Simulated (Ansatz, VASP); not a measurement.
Be2C: VASP beside Ansatz

POSCAR

```
Be2C
1.0
    0.0000000000      2.1977090934      2.1977090934
    2.1977090934      0.0000000000      2.1977090934
    2.1977090934      2.1977090934      0.0000000000
Be C
2 1
Direct
    0.7500000000      0.7500000000      0.7500000000
    0.2500000000      0.2500000000      0.2500000000
    0.0000000000      0.0000000000      0.0000000000
```

The input INCAR.step1:

```
SYSTEM = Be2C
  PREC = Accurate
  ENCUT = 520
  EDIFF = 1E-5
  ISMEAR = 0
  SIGMA = 0.1
  LREAL = .FALSE.
  LASPH = .TRUE.
  NELM = 120
  ALGO = Normal
  ISIF = 2
  LWAVE = .TRUE.
  LCHARG = .FALSE.
  NBANDS = 11
  GGA = PE
  GGA_COMPAT = .FALSE.
```

Contents of INCAR.step2:

```
SYSTEM = Be2C
  PREC = Accurate
  ENCUT = 520
  EDIFF = 1E-6
  ISMEAR = 0
  SIGMA = 0.1
  LREAL = .FALSE.
  LASPH = .TRUE.
  NELM = 120
  ALGO = Normal
  ISIF = 2
  LWAVE = .FALSE.
  LCHARG = .FALSE.
  GGA = PE
  LHFCALC = .TRUE.
  HFSCREEN = 0.2079
  PRECFOCK = Normal
  NBANDS = 11
  ISTART = 1
  GGA_COMPAT = .FALSE.
```

The input KPOINTS:

```
regular mesh
0
G
  4 4 4
  0 0 0
```

Input for Ansatz:

```yaml
crystal:
  lattice:
    - [0.0, 2.1977090934, 2.1977090934]
    - [2.1977090934, 0.0, 2.1977090934]
    - [2.1977090934, 2.1977090934, 0.0]
  atoms:
    - { symbol: Be, position: [0.75, 0.75, 0.75] }
    - { symbol: Be, position: [0.25, 0.25, 0.25] }
    - { symbol: C, position: [0.0, 0.0, 0.0] }
basis:
  ecutwfc: 420
kpoints:
  mp_grid: { grid: [4, 4, 4] }
hamiltonian:
  xc: hse06
scf:
  occupations: { method: gaussian, width: 0.1 }
output:
  forces: true
  stress: true
  eigenvalues: true
```

Alike in both runs: task single point; functional HSE06; k mesh 4 × 4 × 4; occupations gaussian, width 0.1 eV; no spin polarisation.

|  | VASP | Ansatz |
| --- | --- | --- |
| version | VASP 6.6.1 | Ansatz 0.2.0 |
| potentials or method | VASP PAW PBE potentials, release 64 (Be, C), cutoff 520 eV | scalar-relativistic, plane waves, PAW |
| valence electrons in the cell | 8 | 8 |

Ansatz gave:

- gap on the k mesh at the Fermi level (eV): 1.88
- least direct gap on the mesh (eV): 5.03
- pressure (GPa): -11.8

Problem. What did VASP give for the same quantities?

Solution. gap on the k mesh at the Fermi level (eV): 1.88; least direct gap on the mesh (eV): 5.02; pressure (GPa): -11.6.

The functional is the same, so the differences come from potentials, cutoffs and numerics. Ansatz's warnings: stress exchange threshold loose, stress scf threshold loose.

The k mesh is coarse, so the values compare programs but aren't converged.
